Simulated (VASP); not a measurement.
Runs of VASP 6.6.1 on CdS. The structure is that of space group F-43m (No. 216), or close to it. The cells are those of the table. 

```tsv
level	cell	smearing	gap on the mesh (eV)	pressure (GPa)
PBE	a = 4.157, b = 4.135, c = 4.135 Å, angles 60.3, 59.8, 59.8°, 2 atoms	fermi-dirac 0.02 eV	1.10	2.4
PBE	a = 4.177, b = 4.177, c = 4.072 Å, angles 60.8, 60.8, 58.3°, 2 atoms	fermi-dirac 0.02 eV	(c)	2.4
r2SCAN	a = 4.177, b = 4.177, c = 4.072 Å, angles 60.8, 60.8, 58.3°, 2 atoms	gaussian 0.01 eV	1.51	1.0
PBE	a = 4.392 Å, angles 60.0°, 2 atoms	fermi-dirac 0.02 eV	0.72	(b)
r2SCAN	a = 4.392 Å, angles 60.0°, 2 atoms	gaussian 0.01 eV	1.14	(a)
```

Alike in all rows: task single point; potentials or basis VASP PAW PBE potentials, release 64 (Cd, S); no spin polarisation; k mesh 8 × 8 × 8; cutoff (eV) 520.

Q: Fill in the values left out.

A: (a) -6.8; (b) -5.3; (c) 1.07.

Caveats: the PAW data sets were made with another functional, which shifts forces and pressure a little (some runs).

A k mesh can miss the band edges, and the runs leave out spin-orbit coupling on Cd.
